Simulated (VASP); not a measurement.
# Si8HC8 (a cell with a defect) in VASP: notebook, part 2 of 2

VASP 6.6.1. The steps go on from the part before.

## Step 4: Single point, PBE, collinear spin, ferromagnetic start

File INCAR:

```
  PREC = Accurate
  ENCUT = 520
  EDIFF = 1E-6
  ISMEAR = 0
  SIGMA = 0.05
  LREAL = Auto
  LASPH = T
  NELM = 150
  ALGO = Normal
  ISIF = 2
  LWAVE = F
  LCHARG = F
  ISPIN = 2
  MAGMOM = 0 0 0 0 0 0 0 0 0 0 0 0 0 0 0 0 1
  LORBIT = 11
  GGA = PE
  NBANDS = 50
```

File KPOINTS:

```
Automatic mesh
0
Gamma
  2 2 2
```

File POSCAR:

```
Si8HC8
1.0
    0.0000000000      4.3480000000      4.3480000000
    4.3480000000      0.0000000000      4.3480000000
    4.3480000000      4.3480000000      0.0000000000
Si C H
8 8 1
Direct
   -0.0001664712      0.0004748813     -0.0002326395
    0.0003443888     -0.0001980234      0.4997758242
   -0.0002869981      0.4996488231     -0.0003680766
   -0.0001602173      0.4997883543      0.5004434911
    0.4998662652     -0.0002345536      0.0003185000
    0.4999711014     -0.0001224398      0.4998523258
    0.5006147262      0.4997484314     -0.0002662448
    0.4998727454      0.5003261677      0.4997458020
    0.1270060028      0.1228681488      0.1269450448
    0.1271917829      0.1228035871      0.6227823043
    0.1249873910      0.6248610842      0.1248319029
    0.1270185077      0.6269718572      0.6228378020
    0.6229248821      0.1228352378      0.1270739925
    0.6250211496      0.1249834888      0.6249711022
    0.6229899517      0.6269059979      0.1268917372
    0.6229170659      0.6270996172      0.6228062050
    0.8749239058      0.3736971101      0.8733976671
```

Potentials or basis: VASP PAW PBE potentials, release 64 (Si, C, H).

The run is started by

```console
cat potpaw_PBE.64/Si/POTCAR potpaw_PBE.64/C/POTCAR potpaw_PBE.64/H/POTCAR > POTCAR
mpirun -np 1 vasp_std > vasp.out
```

OUTCAR:

```text
PREC = Accurate
   ENCUT = 520
   EDIFF = 1E-6
   ISMEAR = 0
   LREAL = Auto
   LASPH = T
   NELM = 150
   ISIF = 2
   ISPIN = 2
   LORBIT = 11
   GGA = PE

 ion  position               nearest neighbor table
   1  1.000  0.000  1.000-  17 1.87  11 1.89   9 1.89  13 1.89  10 1.89   3 3.07   7 3.07   4 3.07
                             2 3.07   5 3.07   6 3.07   6 3.07   5 3.07   2 3.07   4 3.08   7 3.08
   2  0.000  1.000  0.500-  12 1.87   9 1.87  10 1.87  14 1.88   5 3.07   8 3.07   6 3.07   1 3.07
                             4 3.07   3 3.07   3 3.07   4 3.07   1 3.07   6 3.08   8 3.08   5 3.08
   3  1.000  0.500  1.000-  11 1.89  15 1.89   9 1.89  12 1.89  17 1.89   7 3.07   1 3.07   4 3.07
                             8 3.07   5 3.07   2 3.07   2 3.07   5 3.07   8 3.07   4 3.08   1 3.08
   4  1.000  0.500  0.500-  17 1.87  11 1.89  12 1.89  16 1.89  10 1.89   3 3.07   7 3.07   1 3.07
                             2 3.07   8 3.07   6 3.07   6 3.07   8 3.07   2 3.07   1 3.08   7 3.08
   5  0.500  1.000  0.000-  15 1.87   9 1.87  13 1.87  14 1.88   8 3.07   2 3.07   6 3.07   7 3.07
                             1 3.07   3 3.07   3 3.07   1 3.07   7 3.07   6 3.08   2 3.08   8 3.08
   6  0.500  1.000  0.500-  16 1.87  13 1.87  10 1.87  14 1.88   5 3.07   8 3.07   2 3.07   1 3.07
                             4 3.07   7 3.07   7 3.07   4 3.07   1 3.07   2 3.08   8 3.08   5 3.08
   7  0.501  0.500  1.000-  17 1.88  11 1.89  15 1.89  13 1.89  16 1.89   3 3.07   1 3.07   4 3.07
                             8 3.07   5 3.07   6 3.07   6 3.07   5 3.07   8 3.07   4 3.08   1 3.08
   8  0.500  0.500  0.500-  15 1.87  12 1.87  16 1.87  14 1.88   5 3.07   2 3.07   6 3.07   7 3.07
                             4 3.07   3 3.07   3 3.07   4 3.07   7 3.07   6 3.08   2 3.08   5 3.08
   9  0.127  0.123  0.127-   2 1.87   5 1.87   1 1.89   3 1.89
  10  0.127  0.123  0.623-   6 1.87   2 1.87   4 1.89   1 1.89
  11  0.125  0.625  0.125-   4 1.89   1 1.89   7 1.89   3 1.89
  12  0.127  0.627  0.623-   2 1.87   8 1.87   4 1.89   3 1.89
  13  0.623  0.123  0.127-   6 1.87   5 1.87   1 1.89   7 1.89
  14  0.625  0.125  0.625-   6 1.88   2 1.88   8 1.88   5 1.88
  15  0.623  0.627  0.127-   8 1.87   5 1.87   7 1.89   3 1.89
  16  0.623  0.627  0.623-   6 1.87   8 1.87   4 1.89   7 1.89
  17  0.875  0.374  0.873-   4 1.87   1 1.87   7 1.88   3 1.89

  LATTYP: Found a face centered cubic cell.
 ALAT       =     8.6960000000

  Lattice vectors:

 A1 = (   0.0000000000,   4.3480000000,   4.3480000000)
 A2 = (   4.3480000000,   0.0000000000,   4.3480000000)
 A3 = (   4.3480000000,   4.3480000000,   0.0000000000)

Analysis of symmetry for initial positions (statically):
[... 5 lines left out ...]
 face centered cubic supercell.

 Subroutine GETGRP returns: Found  1 space group operations
 (whereof  1 operations were pure point group operations)
 out of a pool of 48 trial point group operations.

The static configuration has the point symmetry C_1 .

Analysis of symmetry for dynamics (positions and initial velocities):
[... 5 lines left out ...]
 face centered cubic supercell.

 Subroutine GETGRP returns: Found  1 space group operations
 (whereof  1 operations were pure point group operations)
 out of a pool of 48 trial point group operations.

The dynamic configuration has the point symmetry C_1 .

Analysis of structural, dynamic, and magnetic symmetry:
=====================================================================
 Subroutine PRICEL returns:
 Original cell was already a primitive cell.

 Routine SETGRP: Setting up the symmetry group for a
 face centered cubic supercell.

 Subroutine GETGRP returns: Found  1 space group operations
 (whereof  1 operations were pure point group operations)
[... 132 lines left out ...]
   IALGO  =     38    algorithm
   IMIX   =      4    mixing-type and parameters
     AMIX     =   0.40;   BMIX     =  1.00
     AMIX_MAG =   1.60;   BMIX_MAG =  1.00
  volume/ion in A,a.u.               =       9.67        65.26
  Fermi-wavevector in a.u.,A,eV,Ry     =   1.201563  2.270624 19.643449  1.443753
  Thomas-Fermi vector in A             =   2.337368
   LORBIT       =     11    0 simple, 1 ext, 2 COOP (PROOUT), +10 PAW based schemes
   GGA     = PE    functional components
   LHFCALC =     F    Hartree Fock is set to
   AEXX    =    0.0000 exact exchange contribution
   IVDW    =     0    specifies the selected vdW correction
   LEPSILON=     F    determine dielectric tensor
   LRPA    =     F    only Hartree local field effects (RPA)
 spin polarized calculation
 Gauss-broadening in eV      SIGMA  =   0.05
  energy-cutoff  :      520.00
  volume of cell :      164.40
 maximum number of plane-waves:      4477
 NGX is ok and might be reduce to    48
   NGX = 23   NGY = 23   NGZ = 23

 number of electron      65.0000004 magnetization       0.6940244

 number of electron      65.0000004 magnetization      -0.2502617

 Free energy of the ion-electron system (eV)
  ---------------------------------------------------
  ext. energy  EPLUGINS =         0.00000000
  ---------------------------------------------------
  free energy    TOTEN  =      -120.12144903 eV

  energy without entropy =     -120.11441000  energy(sigma->0) =     -120.11792951

 E-fermi :   8.4180     XC(G=0): -11.4556

 val. band max:        8.4131992755   @ k =   0.5000   0.5000   0.5000
 cond. band min:       8.4184793369   @ k =   0.5000   0.0000   0.0000
 fundamental gap:      0.0052800614
 Fermi energy:         8.4179775319

 spin component 1

 k-point     1 :       0.0000    0.0000    0.0000
  band No.  band energies     occupation
      1      -7.3234      1.00000
      2      -3.6260      1.00000
      3      -3.6260      1.00000
      4      -3.6259      1.00000
      5      -3.5443      1.00000
      6      -2.3524      1.00000
[... 365 lines left out ...]
     43      16.5217      0.00000
     44      16.8912      0.00000
 Fermi energy:         8.4179775319

 spin component 2

 k-point     1 :       0.0000    0.0000    0.0000
  band No.  band energies     occupation
      1      -7.3485      1.00000
      2      -3.6417      1.00000
      3      -3.6417      1.00000
      4      -3.6415      1.00000
      5      -3.5582      1.00000
      6      -2.4107      1.00000
[... 365 lines left out ...]
     43      16.4903      0.00000
     44      16.8628      0.00000
 [bands above 44 left out]

------------------------ aborting loop because EDIFF is reached ----------------------------------------

  FORCE on cell =-STRESS in cart. coord.  units (eV):
  Direction    XX          YY          ZZ          XY          YZ          ZX
  --------------------------------------------------------------------------------------
  -------------------------------------------------------------------------------------
  Total        7.7491453      7.7525371      7.7515082     -0.0166040     -0.0312772     -0.0200760
  in kB       75.5206615     75.5537167     75.5436894     -0.1618175     -0.3048178     -0.1956538
  external PRESSURE =      75.5393559 kB  Pullay stress =       0.0000000 kB

 VOLUME and BASIS-vectors are now :
 -----------------------------------------------------------------------------
  energy-cutoff  :      520.00
  volume of cell :      164.40
      direct lattice vectors                 reciprocal lattice vectors
     0.000000000  4.348000000  4.348000000    -0.114995400  0.114995400  0.114995400
     4.348000000  0.000000000  4.348000000     0.114995400 -0.114995400  0.114995400
     4.348000000  4.348000000  0.000000000     0.114995400  0.114995400 -0.114995400

 POSITION                                       TOTAL-FORCE (eV/Angst)
 -----------------------------------------------------------------------------------
      4.34905      8.69426      4.34934         0.001141     -0.005711      0.002729
      6.52016      2.17452      4.34864         0.014843     -0.014638     -0.014596
      6.51887      8.69315      6.51923        -0.011499     -0.010443     -0.010265
      4.34901      6.52323      6.52038         0.000649      0.001982     -0.005035
      4.34836      2.17480      6.52040        -0.015142     -0.015013      0.015604
      6.52083      4.34723      6.52134         0.013287      0.013624      0.013663
[... 9 lines left out ...]
      5.43459      5.41640      5.43507        -0.002507      0.002921     -0.001350
      5.42237      7.60170      5.42900         0.016706      0.009044      0.007045
 -----------------------------------------------------------------------------------
    total drift:                                0.008679      0.002760      0.001982

  FREE ENERGIE OF THE ION-ELECTRON SYSTEM (eV)
  ---------------------------------------------------
  free  energy   TOTEN  =      -120.1214490275 eV

  energy  without entropy=     -120.1144100013  energy(sigma->0) =     -120.11792951

 total charge

# of ion       s       p       d       tot
------------------------------------------
    1        0.696   0.974   0.000   1.670
    2        0.704   0.986   0.000   1.690
    3        0.697   0.974   0.000   1.670
    4        0.696   0.974   0.000   1.670
    5        0.704   0.986   0.000   1.689
    6        0.704   0.986   0.000   1.690
[... 9 lines left out ...]
   16        0.835   1.723   0.000   2.558
   17        0.509   0.026   0.000   0.535
--------------------------------------------------
tot         12.794  21.654   0.000  34.448

 magnetization (x)

# of ion       s       p       d       tot
------------------------------------------
    1       -0.002   0.001   0.000  -0.001
    2       -0.001  -0.001   0.000  -0.002
    3       -0.002   0.001   0.000  -0.001
    4       -0.002   0.001   0.000  -0.001
    5       -0.001  -0.001   0.000  -0.003
    6       -0.001  -0.001   0.000  -0.002
[... 9 lines left out ...]
   16       -0.001  -0.006   0.000  -0.007
   17       -0.059  -0.000   0.000  -0.060
--------------------------------------------------
tot         -0.080  -0.048   0.000  -0.128
```

Run time: 2.9 min. Hardware: 1 thread of AMD EPYC 9R45 (Zen 5), shared host; peak memory 0.39 GiB.

Results:

| Quantity | Value |
| --- | --- |
| Free energy | -120.1214 eV |
| Pressure | 7.6 GPa |
| Largest force | 0.026 eV/Å |
| Net moment | -0.25 μB per cell |
| Site moments | Si -0.00; C -0.01, -0.00; H -0.06 μB |
| Valence electrons inside the program's atomic spheres | Si 1.67, 1.69; C 2.56; H 0.54 |

Forces in eV/Å, atoms in the order of the input:
```
Si   0.001 -0.006  0.003
Si   0.015 -0.015 -0.015
Si  -0.011 -0.010 -0.010
Si   0.001  0.002 -0.005
Si  -0.015 -0.015  0.016
Si   0.013  0.014  0.014
Si  -0.008  0.004  0.004
Si  -0.015  0.016 -0.015
C   -0.002  0.004  0.000
C    0.006 -0.002 -0.001
C    0.001  0.000  0.000
C   -0.002  0.000  0.003
C   -0.003 -0.002  0.002
C   -0.001  0.000  0.000
C    0.007 -0.001 -0.001
C   -0.003  0.003 -0.001
H    0.017  0.009  0.007
```

Levels at points of the mesh, in eV from the Fermi level:
Spin up:
```tsv
k point	band 28	band 29	band 30	band 31	band 32	band 33	band 34	band 35	band 36	band 37
(0.00, 0.00, 0.00)	-1.15	-1.15	-1.14	-0.13	-0.13	-0.13	1.21	1.21	4.17	4.17
(0.50, 0.00, 0.00)	-2.40	-0.77	-0.77	-0.70	-0.70	0.00	3.43	3.58	3.58	3.61
(0.00, 0.50, 0.00)	-2.40	-0.77	-0.77	-0.70	-0.70	0.00	3.43	3.57	3.58	3.61
(0.00, 0.00, 0.50)	-2.40	-0.77	-0.77	-0.70	-0.70	0.00	3.43	3.57	3.58	3.61
(0.50, 0.50, 0.50)	-2.40	-0.77	-0.77	-0.70	-0.70	0.00	3.43	3.58	3.58	3.61
(0.50, 0.50, 0.00)	-2.05	-1.37	-1.32	-1.29	-1.29	0.77	3.84	4.29	5.09	5.28
(0.00, 0.50, 0.50)	-2.05	-1.37	-1.32	-1.29	-1.29	0.77	3.84	4.29	5.09	5.28
(0.50, 0.00, 0.50)	-2.05	-1.37	-1.32	-1.29	-1.29	0.77	3.84	4.29	5.09	5.28
```
Spin down:
```csv
k point,band 29,band 30,band 31,band 32,band 33,band 34,band 35,band 36,band 37,band 38
"(0.00, 0.00, 0.00)",-1.16,-1.16,-0.14,-0.14,-0.14,1.21,1.21,4.15,4.15,4.16
"(0.50, 0.00, 0.00)",-0.78,-0.78,-0.72,-0.72,-0.22,3.41,3.57,3.57,3.60,3.60
"(0.00, 0.50, 0.00)",-0.78,-0.78,-0.72,-0.72,-0.22,3.41,3.57,3.57,3.60,3.60
"(0.00, 0.00, 0.50)",-0.78,-0.78,-0.72,-0.72,-0.22,3.41,3.57,3.57,3.60,3.60
"(0.50, 0.50, 0.50)",-0.78,-0.78,-0.72,-0.72,-0.22,3.41,3.57,3.57,3.60,3.60
"(0.50, 0.50, 0.00)",-1.39,-1.33,-1.31,-1.31,0.55,3.83,4.28,5.08,5.26,5.26
"(0.00, 0.50, 0.50)",-1.39,-1.33,-1.31,-1.31,0.55,3.83,4.28,5.08,5.26,5.26
"(0.50, 0.00, 0.50)",-1.39,-1.33,-1.31,-1.31,0.55,3.83,4.28,5.08,5.26,5.26
```

Caveat: the k points lie up to 0.63 Å⁻¹ apart.
